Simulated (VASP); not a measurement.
Here is a VASP 6.6.1 calculation.

The input POSCAR:

```
C
1.0
    0.0000000000      1.7801241434      1.7801241434
    1.7801241434      0.0000000000      1.7801241434
    1.7801241434      1.7801241434      0.0000000000
C
2
Direct
    0.0000000000      0.0000000000      0.0000000000
    0.2500000000      0.2500000000      0.2500000000
```

File INCAR.step1:

```
SYSTEM = C
PREC = Accurate
ENCUT = 500
EDIFF = 1E-8
ISMEAR = 0
SIGMA = 0.01
LREAL = .False.
LASPH = .True.
NELM = 80
ALGO = Normal
LWAVE = .True.
LCHARG = .False.
GGA = PE
```

The input INCAR.step2:

```
SYSTEM = C
PREC = Accurate
ENCUT = 500
EDIFF = 1E-8
ISMEAR = 0
SIGMA = 0.01
LREAL = .False.
LASPH = .True.
NELM = 1
ALGO = Exact
LWAVE = .True.
LCHARG = .False.
GGA = PE
NBANDS = 46
LOPTICS = .True.
ISTART = 1
```

Contents of INCAR.step3:

```
SYSTEM = C
PREC = Accurate
ENCUT = 500
EDIFF = 1E-8
ISMEAR = 0
SIGMA = 0.01
LREAL = .False.
LASPH = .True.
ALGO = EVGW0
LWAVE = .False.
LCHARG = .False.
GGA = PE
NELMGW = 1
NBANDS = 46
ENCUTGW = 140.0
NOMEGA = 48
PRECFOCK = Fast
ISTART = 1
NBANDSGW = 12
```

File KPOINTS:

```
regular mesh
0
Gamma
  6 6 6
  0 0 0
```

Potentials or basis: VASP PAW PBE potentials, release 64 (C_GW).

The run is started by

```console
$ cat potpaw_PBE.64/C_GW/POTCAR > POTCAR
$ cp INCAR.step1 INCAR
$ mpirun -np 1 vasp_std > vasp.out
$ cp INCAR.step2 INCAR
$ mpirun -np 1 vasp_std > vasp.out
$ cp INCAR.step3 INCAR
$ mpirun -np 1 vasp_std > vasp.out
```

(1) Predict the quasiparticle gap.

(2) Estimate the least direct quasiparticle gap.

(3) What does it give for the band gap on the k mesh, mean-field level?

Results:

(1) 5.42 eV.

(2) 7.28 eV.

(3) 4.17 eV, indirect (least direct gap 5.61 eV).

Caveat: the k points lie up to 0.51 Å⁻¹ apart; bands, screening cutoff and mesh are small and nothing is extrapolated, so the quasiparticle values aren't converged.
